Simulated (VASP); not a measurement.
Crystal: Zn3S5.

```xyz
8
Lattice="2.7000 -2.7000 0.0000 2.7000 2.7000 0.0000 0.0000 0.0000 11.1000" Properties=species:S:1:pos:R:3 pbc="T T T"
Zn    2.7000    0.0000    8.4027
Zn    2.7000    0.0000    2.6973
Zn    0.0000    0.0000    0.0000
S     1.3500   -1.3500    7.0485
S     2.7000   -1.6200    5.5500
S     1.3500    1.3500    4.0515
S     1.3500    1.3500    9.7458
S     1.3500   -1.3500    1.3542
```

- Program: VASP 6.6.1
- Task: relaxation of cell and atoms
- Functional: PBE
- Potentials or basis: VASP PAW PBE potentials, release 64 (Zn, S)
- Cutoff: 600 eV
- k mesh: 4 × 4 × 2
- Occupations: gaussian, width 0.2 eV
- Spin: no spin polarisation

At the start: pressure 5.5 GPa; volume 20.23 Å³/atom.

Question: How do energy, volume and symmetry change on relaxing?

Answer: Over 20 steps the energy falls by 89.4 meV/atom and the volume is 20.38 Å³/atom (+0.8 %); space group C2 (No. 5, to 0.1 Å) before and after.

Step by step:
```
step  energy change (eV)  largest force (eV/Å)  pressure (GPa)  volume (Å³)
   1              0.0000                2.6533            5.53       161.84
   2             -0.4040                0.5601           -3.19       178.42
   3             -0.5503                0.2823           -0.77       172.11
   4             -0.5504                0.3082           -0.67       171.90
   5             -0.5816                0.2467           -0.26       170.14
   6             -0.6091                0.2788            0.72       166.52
   7             -0.6311                0.2332            0.01       167.74
   8             -0.6357                0.2283           -0.49       168.61
   9             -0.6515                0.1527           -0.12       167.33
  10             -0.6545                0.1856            0.17       166.43
  11             -0.6671                0.1651           -0.04       166.40
  12             -0.6743                0.1984           -0.34       166.34
  13             -0.6825                0.1917           -0.23       165.79
  14             -0.6968                0.1750            0.08       164.17
  15             -0.6979                0.1697            0.21       163.53
  16             -0.7049                0.1039            0.00       163.83
  17             -0.7096                0.0780           -0.43       164.45
  18             -0.7130                0.0996            0.05       163.07
  19             -0.7130                0.1002            0.07       163.04
  20             -0.7148                0.0525            0.01       163.06
```

Final structure:
```yaml
crystal:
  lattice:
    - [2.84045, -2.64327, -0.08595]
    - [2.84045, 2.64327, -0.08595]
    - [-0.36106, 0.00000, 10.87005]
  atoms:
    - { symbol: Zn, position: [0.46839, 0.45224, 0.75059] }
    - { symbol: Zn, position: [0.54776, 0.53161, 0.24941] }
    - { symbol: Zn, position: [0.98821, 0.01179, 0.00000] }
    - { symbol: S, position: [0.45353, 0.94870, 0.62652] }
    - { symbol: S, position: [0.80436, 0.19564, 0.50000] }
    - { symbol: S, position: [0.05130, 0.54647, 0.37348] }
    - { symbol: S, position: [0.98080, 0.49435, 0.87515] }
    - { symbol: S, position: [0.50565, 0.01920, 0.12485] }
```

Caveat: the k points lie up to 0.41 Å⁻¹ apart in the final cell, too coarse for converged energies and pressures of a metal; the relaxation stopped at a loose force limit of 0.08 eV/Å, so its end isn't a converged minimum.
